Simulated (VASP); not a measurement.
Here is a VASP 6.6.1 calculation.

Contents of INCAR:

```
SYSTEM = PbSe
  PREC = Accurate
  ENCUT = 520
  EDIFF = 1E-6
  ISMEAR = 0
  SIGMA = 0.05
  LREAL = .False.
  LASPH = .True.
  NELM = 60
  ALGO = Normal
  ISIF = 2
  LWAVE = .False.
  LCHARG = .True.
  GGA = CA
  LELF = .True.
  LVHAR = .True.
  NBANDS = 28
```

KPOINTS

```
regular mesh
0
Gamma
  8 8 6
  0 0 0
```

The input POSCAR:

```
PbSe
1.0
    2.1548765900     -6.1339473500      0.0000000000
    2.1548765900      6.1339473500      0.0000000000
    0.0000000000      0.0000000000      4.4504935700
Pb Se
2 2
Direct
    0.6317607300      0.3682392700      0.7500000000
    0.3682392700      0.6317607300      0.2500000000
    0.8612899600      0.1387100400      0.7500000000
    0.1387100400      0.8612899600      0.2500000000
```

Potentials or basis: VASP PAW LDA potentials, release 64 (Pb_d, Se).

Launch:

```bash
$ cat potpaw_LDA.64/Pb_d/POTCAR potpaw_LDA.64/Se/POTCAR > POTCAR
$ mpirun -np 1 vasp_std > vasp.out
```

Question: Estimate the pressure.

Answer: -3.2 GPa.

Question: Estimate the band gap on the k mesh.

Answer: 0.97 eV (least direct gap 1.07 eV).

Question: Estimate the largest force.

Answer: 0.077 eV/Å.

Forces in eV/Å, atoms in the order of the input:
```
Pb   0.000 -0.077  0.000
Pb   0.000  0.077  0.000
Se   0.000  0.014  0.000
Se   0.000 -0.014  0.000
```

Caveat: the cell stands under tension; spin-orbit coupling is left out, which moves the levels of the heavy elements. A k mesh can miss the band edges.
